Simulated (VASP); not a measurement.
Runs of VASP 6.6.1 on Fe. The structure is that of space group I4/mmm (No. 139), or close to it. The cells are those of the table. 

```csv
task,cell,gap on the mesh (eV),pressure (GPa),moment (μB)
electric field gradients,"a = 2.790, b = 2.490, c = 2.502 Å, angles 68.0, 55.8, 56.2°, 1 atom",none,-6.4,2.32
electric field gradients,"a = 2.707, b = 2.421, c = 2.403 Å, angles 68.3, 56.2, 55.6°, 1 atom",none,12.1,2.09
single point,"a = 2.817, b = 2.520, c = 2.501 Å, angles 68.3, 56.2, 55.6°, 1 atom",none,-8.8,(b)
electric field gradients,"a = 2.706, b = 2.421, c = 2.403 Å, angles 68.3, 56.2, 55.6°, 1 atom",none,(a),2.09
electric field gradients,"a = 2.805, b = 2.518, c = 2.453 Å, angles 68.7, 56.8, 54.6°, 1 atom",none,(c),2.29
```

Alike in all rows: level PBE; potentials or basis VASP PAW PBE potentials, release 64 (Fe); spin collinear, ferromagnetic start; k mesh 16 × 16 × 16; cutoff (eV) 520; smearing fermi-dirac 0.05 eV.

Task: Fill in the values left out.

Result: (a) 12.2; (b) 2.36; (c) -5.1.

A gap of «none» marks levels without a gap at the run's occupations.
